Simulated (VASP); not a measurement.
# CeSi2Mo2C (P4/mmm) in VASP: single point with LDA

Aim: the single point of CeSi2Mo2C with LDA.

All numbers are computed with VASP 6.6.1; they aren't measurements. Logs are shortened: lines on timing, memory, paths and dates and some standing lists are left out, and cuts for length are marked.

## (1) The cell of the first run

The structure is tetragonal, space group P4/mmm (No. 123). Conventional cell: a = 4.218 Å, b = 4.218 Å, c = 5.363 Å, α = 90.00°, β = 90.00°, γ = 90.00°. Within 3.5 Å of Ce (site symmetry 4/mmm) lie 2 C at 2.68 Å and 8 Si at 3.21 Å and 8 Mo at 3.41 Å. Si (site symmetry 4mm) has 2 Si at 2.37 to 2.99 Å and 4 Mo at 2.59 Å within 3.1 Å. Within 2.8 Å of Mo (site symmetry mmm) lie 2 C at 2.11 Å and 4 Si at 2.59 Å. C (site symmetry 4/mmm) has 4 Mo at 2.11 Å and 2 Ce at 2.68 Å within 2.8 Å.

## (2) Single point, LDA, collinear spin, ferromagnetic start

INCAR reads:

```
SYSTEM = CeSi2Mo2C
  ALGO = Normal
  EDIFF = 1E-7
  ENCUT = 520
  GGA = CA
  ISIF = 2
  ISMEAR = 1
  ISPIN = 2
  LASPH = .True.
  LCHARG = .False.
  LMAXMIX = 6
  LORBIT = 11
  LREAL = .False.
  LWAVE = .False.
  MAGMOM = 0.7 0 0 0 0 0
  NBANDS = 39
  NELM = 150
  PREC = Accurate
  SIGMA = 0.3
```

KPOINTS reads:

```
k-points
0
Gamma
  4 4 3
  0 0 0
```

POSCAR reads:

```
CeSi2Mo2C
1.0
    4.2175560000      0.0000000000      0.0000000000
    0.0000000000      4.2175560000      0.0000000000
    0.0000000000      0.0000000000      5.3630900000
Ce Si Mo C
1 2 2 1
Direct
    0.0000000000      0.0000000000      0.5000000000
    0.5000000000      0.5000000000      0.7211730000
    0.5000000000      0.5000000000      0.2788270000
    0.5000000000      0.0000000000      0.0000000000
    0.0000000000      0.5000000000      0.0000000000
    0.0000000000      0.0000000000      0.0000000000
```

Potentials or basis: VASP PAW LDA potentials, release 64 (Ce, Si, Mo_sv, C).

Run with:

```bash
$ cat potpaw_LDA.64/Ce/POTCAR potpaw_LDA.64/Si/POTCAR potpaw_LDA.64/Mo_sv/POTCAR potpaw_LDA.64/C/POTCAR > POTCAR
$ mpirun -np 1 vasp_std > vasp.out
```

OUTCAR:

```text
SYSTEM = CeSi2Mo2C
   EDIFF = 1E-7
   ENCUT = 520
   GGA = CA
   ISIF = 2
   ISMEAR = 1
   ISPIN = 2
   LASPH = .True.
   LORBIT = 11
   LREAL = .False.
   NELM = 150
   PREC = Accurate

 ion  position               nearest neighbor table
   1  0.000  0.000  0.500-
   2  0.500  0.500  0.721-   3 2.37   4 2.59   5 2.59   4 2.59   5 2.59   3 2.99
   3  0.500  0.500  0.279-   2 2.37   4 2.59   5 2.59   4 2.59   5 2.59   2 2.99
   4  0.500  0.000  0.000-   6 2.11   6 2.11   2 2.59   2 2.59   3 2.59   3 2.59   5 2.98   5 2.98
                             5 2.98   5 2.98
   5  0.000  0.500  0.000-   6 2.11   6 2.11   2 2.59   3 2.59   2 2.59   3 2.59   4 2.98   4 2.98
                             4 2.98   4 2.98
   6  0.000  0.000  0.000-   4 2.11   5 2.11   5 2.11   4 2.11

  LATTYP: Found a simple tetragonal cell.
 ALAT       =     4.2175560000
 C/A-ratio  =     1.2716108571

  Lattice vectors:

 A1 = (   4.2175560000,   0.0000000000,   0.0000000000)
 A2 = (   0.0000000000,   4.2175560000,   0.0000000000)
 A3 = (   0.0000000000,   0.0000000000,   5.3630900000)

Analysis of symmetry for initial positions (statically):
=====================================================================
 Subroutine PRICEL returns:
 Original cell was already a primitive cell.

 Routine SETGRP: Setting up the symmetry group for a
 simple tetragonal supercell.

 Subroutine GETGRP returns: Found 16 space group operations
 (whereof 16 operations were pure point group operations)
 out of a pool of 16 trial point group operations.

The static configuration has the point symmetry D_4h.

Analysis of symmetry for dynamics (positions and initial velocities):
=====================================================================
 Subroutine PRICEL returns:
 Original cell was already a primitive cell.

 Routine SETGRP: Setting up the symmetry group for a
 simple tetragonal supercell.

 Subroutine GETGRP returns: Found 16 space group operations
 (whereof 16 operations were pure point group operations)
 out of a pool of 16 trial point group operations.

The dynamic configuration has the point symmetry D_4h.

Analysis of structural, dynamic, and magnetic symmetry:
=====================================================================
 Subroutine PRICEL returns:
 Original cell was already a primitive cell.

 Routine SETGRP: Setting up the symmetry group for a
 simple tetragonal supercell.

 Subroutine GETGRP returns: Found 16 space group operations
 (whereof 16 operations were pure point group operations)
 out of a pool of 16 trial point group operations.

The overall configuration has the point symmetry D_4h.

 Subroutine INISYM returns: Found 16 space group operations
 (whereof 16 operations are pure point group operations),
 and found     1 'primitive' translations

----------------------------------------------------------------------------------------

                                     Primitive cell

  volume of cell :      95.3975

  direct lattice vectors                    reciprocal lattice vectors
     4.217556000  0.000000000  0.000000000     0.237104143  0.000000000  0.000000000
     0.000000000  4.217556000  0.000000000     0.000000000  0.237104143  0.000000000
     0.000000000  0.000000000  5.363090000     0.000000000  0.000000000  0.186459672

  length of vectors
     4.217556000  4.217556000  5.363090000     0.237104143  0.237104143  0.186459672

  position of ions in fractional coordinates (direct lattice)
     0.000000000  0.000000000  0.500000000
     0.500000000  0.500000000  0.721173000
     0.500000000  0.500000000  0.278827000
     0.500000000  0.000000000  0.000000000
     0.000000000  0.500000000  0.000000000
     0.000000000  0.000000000  0.000000000

[... 40 lines left out ...]
  0.250000  0.250000  0.000000      4.000000
  0.500000  0.250000  0.000000      4.000000
  0.500000  0.500000  0.000000      1.000000
  0.000000  0.000000  0.333333      2.000000
  0.250000  0.000000  0.333333      8.000000
  0.500000  0.000000  0.333333      4.000000
  0.250000  0.250000  0.333333      8.000000
  0.500000  0.250000  0.333333      8.000000
  0.500000  0.500000  0.333333      2.000000
   k-points           NKPTS =     12   k-points in BZ     NKDIM =     12   number of bands    NBANDS=     39
   number of dos      NEDOS =    301   number of ions     NIONS =      6
   total plane-waves  NPLWV =  40960
   dimension x,y,z NGX =    32 NGY =   32 NGZ =   40
   dimension x,y,z NGXF=    64 NGYF=   64 NGZF=   80
   ions per type =               1   2   2   1
   NGX,Y,Z   is equivalent  to a cutoff of  12.61, 12.61, 12.40 a.u.
   NGXF,Y,Z  is equivalent  to a cutoff of  25.23, 25.23, 24.80 a.u.
 SYSTEM =  CeSi2Mo2C
   PREC   = accura    normal or accurate (medium, high low for compatibility)
   ISTART =      0    job   : 0-new  1-cont  2-samecut
   ICHARG =      2    charge: 1-file 2-atom 10-const
   ISPIN  =      2    spin polarized calculation?
   LNONCOLLINEAR =      F non collinear calculations
   LSORBIT =      F    spin-orbit coupling
   LASPH  =      T    aspherical Exc in radial PAW
   ENCUT  =  520.0 eV  38.22 Ry    6.18 a.u.   7.84  7.84  9.97*2*pi/ulx,y,z
   NELM   =    150;   NELMIN=  2; NELMDL= -5     # of ELM steps
   EDIFF  = 0.1E-06   stopping-criterion for ELM
   LREAL  =      F    real-space projection
   EDIFFG = 0.1E-05   stopping-criterion for IOM
   NSW    =      0    number of steps for IOM
   IBRION =     -1    ionic relax: 0-MD 1-quasi-New 2-CG
   NFREE  =      0    steps in history (QN), initial steepest desc. (CG)
   ISIF   =      2    stress and relaxation
   ISYM   =      2    0-nonsym 1-usesym 2-fastsym
   POTIM  = 0.5000    time-step for ionic-motion
   TEBEG  =    0.0;   TEEND  =   0.0 temperature during run
   PSTRESS=    0.0 pullay stress
   NELECT =      52.0000    total number of electrons
   NUPDOWN=      -1.0000    fix difference up-down
   EMIN   =  10.00;   EMAX   =-10.00  energy-range for DOS
   EFERMI =   0.00;   METHOD = LEGACY
   ISMEAR =     1;   SIGMA  =   0.30  broadening in eV -4-tet -1-fermi 0-gaus
   EFERMI_NEDOS =   21; number of points for ismear=-14 and -15
   IALGO  =     38    algorithm
   IMIX   =      4    mixing-type and parameters
     AMIX     =   0.40;   BMIX     =  1.00
     AMIX_MAG =   1.60;   BMIX_MAG =  1.00
  volume/ion in A,a.u.               =      15.90       107.30
  Fermi-wavevector in a.u.,A,eV,Ry     =   1.337305  2.527139 24.332437  1.788384
  Thomas-Fermi vector in A             =   2.465864
   LORBIT       =     11    0 simple, 1 ext, 2 COOP (PROOUT), +10 PAW based schemes
   GGA     = CA    functional components
   LHFCALC =     F    Hartree Fock is set to
   AEXX    =    0.0000 exact exchange contribution
   IVDW    =     0    specifies the selected vdW correction
   LEPSILON=     F    determine dielectric tensor
   LRPA    =     F    only Hartree local field effects (RPA)
 spin polarized calculation
 Methfessel and Paxton  Order N= 1 SIGMA  =   0.30
  energy-cutoff  :      520.00
  volume of cell :       95.40
 maximum number of plane-waves:      2588
 NGX is ok and might be reduce to    32
   NGX = 15   NGY = 15   NGZ = 19

 number of electron      52.0000008 magnetization       0.2772249

 Free energy of the ion-electron system (eV)
  ---------------------------------------------------
  ext. energy  EPLUGINS =         0.00000000
  ---------------------------------------------------
  free energy    TOTEN  =       -56.30800310 eV

  energy without entropy =      -56.42333517  energy(sigma->0) =      -56.34644712

 E-fermi :   9.9559     XC(G=0): -12.0569

 val. band max:        9.9471065344   @ k =   0.5000   0.2500   0.0000
 cond. band min:       9.9854642532   @ k =   0.0000   0.0000   0.3333
 fundamental gap:      0.0383577188
 Fermi energy:         9.9559265810

 spin component 1

 k-point     1 :       0.0000    0.0000    0.0000
  band No.  band energies     occupation
      1     -50.6681      1.00000
      2     -50.5787      1.00000
      3     -25.2329      1.00000
      4     -25.2329      1.00000
      5     -24.9702      1.00000
      6     -24.8582      1.00000
[... 481 lines left out ...]
     37      12.9452     -0.00000
     38      12.9452     -0.00000
 Fermi energy:         9.9559265810

 spin component 2

 k-point     1 :       0.0000    0.0000    0.0000
  band No.  band energies     occupation
      1     -50.6736      1.00000
      2     -50.5841      1.00000
      3     -25.2377      1.00000
      4     -25.2377      1.00000
      5     -24.9768      1.00000
      6     -24.8650      1.00000
[... 481 lines left out ...]
     37      12.9423     -0.00000
     38      12.9423     -0.00000
 [bands above 38 left out]

------------------------ aborting loop because EDIFF is reached ----------------------------------------

  FORCE on cell =-STRESS in cart. coord.  units (eV):
  Direction    XX          YY          ZZ          XY          YZ          ZX
  --------------------------------------------------------------------------------------
  -------------------------------------------------------------------------------------
  Total       -4.6816357     -4.6816357     -5.0076566      0.0000000      0.0000000     -0.0000000
  in kB      -78.6269443    -78.6269443    -84.1023870      0.0000000      0.0000000     -0.0000000
  external PRESSURE =     -80.4520919 kB  Pullay stress =       0.0000000 kB

 VOLUME and BASIS-vectors are now :
 -----------------------------------------------------------------------------
  energy-cutoff  :      520.00
  volume of cell :       95.40
      direct lattice vectors                 reciprocal lattice vectors
     4.217556000  0.000000000  0.000000000     0.237104143  0.000000000  0.000000000
     0.000000000  4.217556000  0.000000000     0.000000000  0.237104143  0.000000000
     0.000000000  0.000000000  5.363090000     0.000000000  0.000000000  0.186459672

 POSITION                                       TOTAL-FORCE (eV/Angst)
 -----------------------------------------------------------------------------------
      0.00000      0.00000      2.68154         0.000000     -0.000000     -0.000000
      2.10878      2.10878      3.86772        -0.000000     -0.000000      0.042087
      2.10878      2.10878      1.49537         0.000000      0.000000     -0.042087
      2.10878      0.00000      0.00000         0.000000     -0.000000     -0.000000
      0.00000      2.10878      0.00000         0.000000     -0.000000     -0.000000
      0.00000      0.00000      0.00000         0.000000     -0.000000     -0.000000
 -----------------------------------------------------------------------------------
    total drift:                                0.000000      0.000000     -0.000000

  FREE ENERGIE OF THE ION-ELECTRON SYSTEM (eV)
  ---------------------------------------------------
  free  energy   TOTEN  =       -56.3080031017 eV

  energy  without entropy=      -56.4233351710  energy(sigma->0) =      -56.34644712

 total charge

# of ion       s       p       d       f       tot
--------------------------------------------------
    1        2.024   5.709   0.849   1.063   9.644
    2        0.762   0.927   0.000   0.000   1.689
    3        0.762   0.927   0.000   0.000   1.689
    4        2.317   6.224   4.057   0.000  12.598
    5        2.317   6.224   4.057   0.000  12.598
    6        0.893   1.482   0.000   0.000   2.376
--------------------------------------------------
tot          9.076  21.491   8.964   1.063  40.594

 magnetization (x)

# of ion       s       p       d       f       tot
--------------------------------------------------
    1       -0.000  -0.000   0.009   0.267   0.276
    2       -0.000  -0.002   0.000   0.000  -0.002
    3       -0.000  -0.002   0.000   0.000  -0.002
    4       -0.000   0.000  -0.009   0.000  -0.010
    5       -0.000   0.000  -0.009   0.000  -0.010
    6       -0.000  -0.001   0.000   0.000  -0.001
--------------------------------------------------
tot         -0.002  -0.004  -0.009   0.267   0.251
```

Run time: 1.9 min. Hardware: 1 thread of Intel Xeon Platinum 8375C at 2.90GHz (Ice Lake), shared host; peak memory 0.23 GiB.

Results:

```
Free energy                                           : -56.3080 eV
Pressure                                              : -8.0 GPa
Largest force                                         : 0.042 eV/Å
Net moment                                            : 0.28 μB per cell
Site moments                                          : Ce +0.28; Si -0.00; Mo -0.01; C -0.00 μB
Valence electrons inside the program's atomic spheres : Ce 9.64; Si 1.69; Mo 12.60; C 2.38
```

Forces in eV/Å, atoms in the order of the input:
```
Ce   0.000  0.000  0.000
Si   0.000  0.000  0.042
Si   0.000  0.000 -0.042
Mo   0.000  0.000  0.000
Mo   0.000  0.000  0.000
C    0.000  0.000  0.000
```

Caveat: the k points lie up to 0.39 Å⁻¹ apart; the magnetic or orbital state may not be the lowest; spin-orbit coupling is left out, which moves the levels of the heavy elements; without U or exact exchange the open f shell lies at the Fermi level, which spoils levels, moments and volumes.
